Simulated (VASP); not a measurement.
# MgZn2O3 (P-3m1) in VASP: a series of runs

MgZn2O3 is run at these levels: PBEsol; tasks: single point, relaxation of cell and atoms.

Everything below comes from runs of VASP 6.6.1. Logs are shortened: lines on timing, memory, paths and dates and some standing lists are left out, and cuts for length are marked.

### Step 1. The cell of the first run

It takes space group P-3m1 (No. 164, trigonal). The conventional cell has a = 3.009 Å, b = 3.009 Å, c = 7.333 Å, α = 90.00°, β = 90.00°, γ = 120.00°. Mg (site symmetry -3m) has 6 O at 2.10 Å within 2.8 Å. Zn (site symmetry 3m) has 6 O at 2.13 to 2.14 Å within 2.8 Å. O (site symmetry 3m) has 3 Mg at 2.10 Å and 3 Zn at 2.14 Å within 2.8 Å. O (site symmetry -3m) has 6 Zn at 2.13 Å within 2.8 Å.

### Step 2. Single point, PBEsol

Contents of INCAR:

```
PREC = Accurate ; ENCUT = 520
EDIFF = 1E-6 ; ISMEAR = 1
SIGMA = 0.02 ; LREAL = F
LASPH = T ; NELM = 60
ALGO = Normal ; ISIF = 2
LWAVE = F ; LCHARG = F
GGA = PS ; NBANDS = 31
```

Contents of KPOINTS:

```
Automatic mesh
0
Gamma
  8 8 3
```

Contents of POSCAR:

```
MgZn2O3
1.0
    3.0085289494     -0.0000000028      0.0000000000
   -1.5042644722      2.6054624996      0.0000000000
    0.0000000000      0.0000000000      7.3334418800
Mg Zn O
1 2 3
Direct
    0.0000000000      0.0000000000      0.0000000000
    0.3333333333      0.6666666667      0.6682006893
    0.6666666667      0.3333333333      0.3317993107
    0.3333333333      0.6666666667      0.1617898541
    0.6666666667      0.3333333333      0.8382101459
    0.0000000000      0.0000000000      0.5000000000
```

Potentials or basis: VASP PAW PBE potentials, release 64 (Mg, Zn, O).

The run is started by

```bash
> cat potpaw_PBE.64/Mg/POTCAR potpaw_PBE.64/Zn/POTCAR potpaw_PBE.64/O/POTCAR > POTCAR
> mpirun -np 1 vasp_std > vasp.out
```

OUTCAR:

```text
PREC = Accurate
   ENCUT = 520
   EDIFF = 1E-6
   ISMEAR = 1
   LREAL = F
   LASPH = T
   NELM = 60
   ISIF = 2
   GGA = PS

 ion  position               nearest neighbor table
   1  0.000  0.000  0.000-   4 2.10   5 2.10   4 2.10   5 2.10   5 2.10   4 2.10   2 2.99   3 2.99
                             2 2.99   3 2.99   2 2.99   3 2.99
   2  0.333  0.667  0.668-   6 2.13   6 2.13   6 2.13   5 2.14   5 2.14   5 2.14   1 2.99   1 2.99
                             1 2.99   3 3.02   3 3.02   3 3.02
   3  0.667  0.333  0.332-   6 2.13   6 2.13   6 2.13   4 2.14   4 2.14   4 2.14   1 2.99   1 2.99
                             1 2.99   2 3.02   2 3.02   2 3.02
   4  0.333  0.667  0.162-   1 2.10   1 2.10   1 2.10   3 2.14   3 2.14   3 2.14
   5  0.667  0.333  0.838-   1 2.10   1 2.10   1 2.10   2 2.14   2 2.14   2 2.14
   6  0.000  0.000  0.500-   2 2.13   3 2.13   2 2.13   3 2.13   3 2.13   2 2.13

  LATTYP: Found a hexagonal cell.
 ALAT       =     3.0085289494
 C/A-ratio  =     2.4375507111

  Lattice vectors:

 A1 = (   3.0085289494,  -0.0000000028,   0.0000000000)
 A2 = (  -1.5042644722,   2.6054624996,   0.0000000000)
 A3 = (   0.0000000000,   0.0000000000,   7.3334418800)

Analysis of symmetry for initial positions (statically):
=====================================================================
 Subroutine PRICEL returns:
 Original cell was already a primitive cell.

 Routine SETGRP: Setting up the symmetry group for a
 hexagonal supercell.

 Subroutine GETGRP returns: Found 12 space group operations
 (whereof 12 operations were pure point group operations)
 out of a pool of 24 trial point group operations.

The static configuration has the point symmetry D_3d.

Analysis of symmetry for dynamics (positions and initial velocities):
=====================================================================
 Subroutine PRICEL returns:
 Original cell was already a primitive cell.

 Routine SETGRP: Setting up the symmetry group for a
 hexagonal supercell.

 Subroutine GETGRP returns: Found 12 space group operations
 (whereof 12 operations were pure point group operations)
 out of a pool of 24 trial point group operations.

The dynamic configuration has the point symmetry D_3d.

 Subroutine INISYM returns: Found 12 space group operations
 (whereof 12 operations are pure point group operations),
 and found     1 'primitive' translations

----------------------------------------------------------------------------------------

                                     Primitive cell

  volume of cell :      57.4840

  direct lattice vectors                    reciprocal lattice vectors
     3.008528949 -0.000000003  0.000000000     0.332388359  0.191904508  0.000000000
    -1.504264472  2.605462500  0.000000000     0.000000000  0.383809017  0.000000000
     0.000000000  0.000000000  7.333441880     0.000000000  0.000000000  0.136361618

  length of vectors
     3.008528949  3.008528949  7.333441880     0.383809017  0.383809017  0.136361618

  position of ions in fractional coordinates (direct lattice)
     0.000000000  0.000000000  0.000000000
     0.333333333  0.666666667  0.668200689
     0.666666667  0.333333333  0.331799311
     0.333333333  0.666666667  0.161789854
     0.666666667  0.333333333  0.838210146
     0.000000000  0.000000000  0.500000000

  ion indices of the primitive-cell ions
   primitive index   ion index
                 1           1
                 2           2
                 3           3
                 4           4
                 5           5
                 6           6

----------------------------------------------------------------------------------------

 KPOINTS: Automatic mesh

Automatic generation of k-mesh.
 Grid dimensions read from file:
 generate k-points for:    8    8    3

 Generating k-lattice:

  Cartesian coordinates                     Fractional coordinates (reciprocal lattice)
     0.041548545  0.023988064  0.000000000     0.125000000  0.000000000  0.000000000
     0.000000000  0.047976127  0.000000000     0.000000000  0.125000000  0.000000000
     0.000000000  0.000000000  0.045453873     0.000000000  0.000000000  0.333333333

  Length of vectors
     0.047976127  0.047976127  0.045453873

  Shift w.r.t. Gamma in fractional coordinates (k-lattice)
     0.000000000  0.000000000  0.000000000

 Subroutine IBZKPT returns following result:
 ===========================================

 Found     25 irreducible k-points:

 Following reciprocal coordinates:
            Coordinates               Weight
  0.000000  0.000000  0.000000      1.000000
  0.125000 -0.000000  0.000000      6.000000
  0.250000 -0.000000  0.000000      6.000000
  0.375000 -0.000000  0.000000      6.000000
  0.500000 -0.000000  0.000000      3.000000
  0.125000  0.125000  0.000000      6.000000
[... 16 lines left out ...]
 -0.125000  0.500000  0.333333     12.000000
  0.250000  0.250000  0.333333     12.000000
   k-points           NKPTS =     25   k-points in BZ     NKDIM =     25   number of bands    NBANDS=     31
   number of dos      NEDOS =    301   number of ions     NIONS =      6
   total plane-waves  NPLWV =  32256
   dimension x,y,z NGX =    24 NGY =   24 NGZ =   56
   dimension x,y,z NGXF=    48 NGYF=   48 NGZF=  112
   ions per type =               1   2   3
   NGX,Y,Z   is equivalent  to a cutoff of  13.26, 13.26, 12.69 a.u.
   NGXF,Y,Z  is equivalent  to a cutoff of  26.52, 26.52, 25.39 a.u.
 SYSTEM =  unknown system
   PREC   = accura    normal or accurate (medium, high low for compatibility)
   ISTART =      0    job   : 0-new  1-cont  2-samecut
   ICHARG =      2    charge: 1-file 2-atom 10-const
   ISPIN  =      1    spin polarized calculation?
   LNONCOLLINEAR =      F non collinear calculations
   LSORBIT =      F    spin-orbit coupling
   LASPH  =      T    aspherical Exc in radial PAW
   ENCUT  =  520.0 eV  38.22 Ry    6.18 a.u.   5.59  5.59 13.64*2*pi/ulx,y,z
   NELM   =     60;   NELMIN=  2; NELMDL= -5     # of ELM steps
   EDIFF  = 0.1E-05   stopping-criterion for ELM
   LREAL  =      F    real-space projection
   EDIFFG = 0.1E-04   stopping-criterion for IOM
   NSW    =      0    number of steps for IOM
   IBRION =     -1    ionic relax: 0-MD 1-quasi-New 2-CG
   NFREE  =      0    steps in history (QN), initial steepest desc. (CG)
   ISIF   =      2    stress and relaxation
   ISYM   =      2    0-nonsym 1-usesym 2-fastsym
   POTIM  = 0.5000    time-step for ionic-motion
   TEBEG  =    0.0;   TEEND  =   0.0 temperature during run
   PSTRESS=    0.0 pullay stress
   NELECT =      44.0000    total number of electrons
   NUPDOWN=      -1.0000    fix difference up-down
   EMIN   =  10.00;   EMAX   =-10.00  energy-range for DOS
   EFERMI =   0.00;   METHOD = LEGACY
   ISMEAR =     1;   SIGMA  =   0.02  broadening in eV -4-tet -1-fermi 0-gaus
   EFERMI_NEDOS =   21; number of points for ismear=-14 and -15
   IALGO  =     38    algorithm
   IMIX   =      4    mixing-type and parameters
     AMIX     =   0.40;   BMIX     =  1.00
     AMIX_MAG =   1.60;   BMIX_MAG =  1.00
  volume/ion in A,a.u.               =       9.58        64.65
  Fermi-wavevector in a.u.,A,eV,Ry     =   1.497534  2.829929 30.512546  2.242609
  Thomas-Fermi vector in A             =   2.609410
   LORBIT       =      0    0 simple, 1 ext, 2 COOP (PROOUT), +10 PAW based schemes
   GGA     = PS    functional components
   LHFCALC =     F    Hartree Fock is set to
   AEXX    =    0.0000 exact exchange contribution
   IVDW    =     0    specifies the selected vdW correction
   LEPSILON=     F    determine dielectric tensor
   LRPA    =     F    only Hartree local field effects (RPA)
 non-spin polarized calculation
 Methfessel and Paxton  Order N= 1 SIGMA  =   0.02
  energy-cutoff  :      520.00
  volume of cell :       57.48
 maximum number of plane-waves:      1581
 NGX is ok and might be reduce to    24
   NGX = 11   NGY = 11   NGZ = 27

 number of electron      44.0000002 magnetization

 Free energy of the ion-electron system (eV)
  ---------------------------------------------------
  ext. energy  EPLUGINS =         0.00000000
  ---------------------------------------------------
  free energy    TOTEN  =       -31.50002011 eV

  energy without entropy =      -31.50003219  energy(sigma->0) =      -31.50002414

 E-fermi :   2.9184     XC(G=0): -12.1799

 val. band max:        2.9016088781   @ k =   0.0000   0.0000   0.0000
 cond. band min:       4.7549672902   @ k =   0.0000   0.0000   0.0000
 fundamental gap:      1.8533584121
 Fermi energy:         2.9184459743

 k-point     1 :       0.0000    0.0000    0.0000
  band No.  band energies     occupation
      1     -15.3760      2.00000
      2     -14.4094      2.00000
      3     -14.2972      2.00000
      4      -3.5042      2.00000
      5      -2.6386      2.00000
      6      -2.4546      2.00000
[... 23 lines left out ...]
     30      17.9689      0.00000
     31      17.9689      0.00000

 k-point     2 :       0.1250   -0.0000    0.0000
  band No.  band energies     occupation
      1     -15.2215      2.00000
      2     -14.3308      2.00000
      3     -14.2106      2.00000
      4      -3.3707      2.00000
      5      -2.8576      2.00000
      6      -2.4071      2.00000
[... 23 lines left out ...]
     30      16.8595      0.00000
     31      17.4391      0.00000

 k-point     3 :       0.2500   -0.0000    0.0000
  band No.  band energies     occupation
      1     -14.8116      2.00000
      2     -14.1376      2.00000
      3     -13.9991      2.00000
      4      -3.1862      2.00000
      5      -2.9806      2.00000
      6      -2.3576      2.00000
[... 703 lines left out ...]
     30      14.5528      0.00000
     31      15.1625      0.00000

 k-point    24 :       0.2500    0.2500    0.3333
  band No.  band energies     occupation
      1     -14.0844      2.00000
      2     -13.9099      2.00000
      3     -13.6898      2.00000
      4      -3.3287      2.00000
      5      -2.9419      2.00000
      6      -2.5430      2.00000
[... 23 lines left out ...]
     30      14.2795      0.00000
     31      14.9231      0.00000

 [... further k-points ...]

------------------------ aborting loop because EDIFF is reached ----------------------------------------

  FORCE on cell =-STRESS in cart. coord.  units (eV):
  Direction    XX          YY          ZZ          XY          YZ          ZX
  --------------------------------------------------------------------------------------
  -------------------------------------------------------------------------------------
  Total        0.2466538      0.2466538      0.2363535      0.0000000     -0.0000000      0.0000000
  in kB        6.8746651      6.8746651      6.5875782      0.0000000     -0.0000000      0.0000000
  external PRESSURE =       6.7789695 kB  Pullay stress =       0.0000000 kB

 VOLUME and BASIS-vectors are now :
 -----------------------------------------------------------------------------
  energy-cutoff  :      520.00
  volume of cell :       57.48
      direct lattice vectors                 reciprocal lattice vectors
     3.008528949 -0.000000003  0.000000000     0.332388359  0.191904508  0.000000000
    -1.504264472  2.605462500  0.000000000     0.000000000  0.383809017  0.000000000
     0.000000000  0.000000000  7.333441880     0.000000000  0.000000000  0.136361618

 POSITION                                       TOTAL-FORCE (eV/Angst)
 -----------------------------------------------------------------------------------
      0.00000      0.00000      0.00000        -0.000000      0.000000      0.000000
      0.00000      1.73697      4.90021         0.000000     -0.000000      0.009135
      1.50426      0.86849      2.43323         0.000000      0.000000     -0.009135
      0.00000      1.73697      1.18648         0.000000      0.000000     -0.079037
      1.50426      0.86849      6.14697        -0.000000     -0.000000      0.079037
      0.00000      0.00000      3.66672        -0.000000      0.000000      0.000000
 -----------------------------------------------------------------------------------
    total drift:                                0.000000     -0.000000      0.000000

  FREE ENERGIE OF THE ION-ELECTRON SYSTEM (eV)
  ---------------------------------------------------
  free  energy   TOTEN  =       -31.5000201129 eV

  energy  without entropy=      -31.5000321919  energy(sigma->0) =      -31.50002414
```

Wall time 19 s (1 thread of Intel Xeon 6975P-C (Granite Rapids), shared host); peak memory 0.2 GiB.

What came out:

```
Free energy            : -31.5000 eV
Pressure               : 0.7 GPa
Largest force          : 0.079 eV/Å
Band gap on the k mesh : 1.85 eV
```

Forces in eV/Å, atoms in the order of the input:
```
Mg   0.000  0.000  0.000
Zn   0.000  0.000  0.009
Zn   0.000  0.000 -0.009
O    0.000  0.000 -0.079
O    0.000  0.000  0.079
O    0.000  0.000  0.000
```

Levels at points of the mesh, in eV from the valence-band top:
```tsv
k point	band 20	band 21	band 22	band 23	band 24	band 25
(0.00, 0.00, 0.00)	-0.94	0.00	0.00	1.85	5.53	5.61
(0.50, 0.00, 0.00)	-1.20	-0.73	-0.32	5.27	6.92	7.36
```

Caveat: the PAW data sets were made with another functional, which shifts forces and pressure a little.

[end of part 1 of 2]
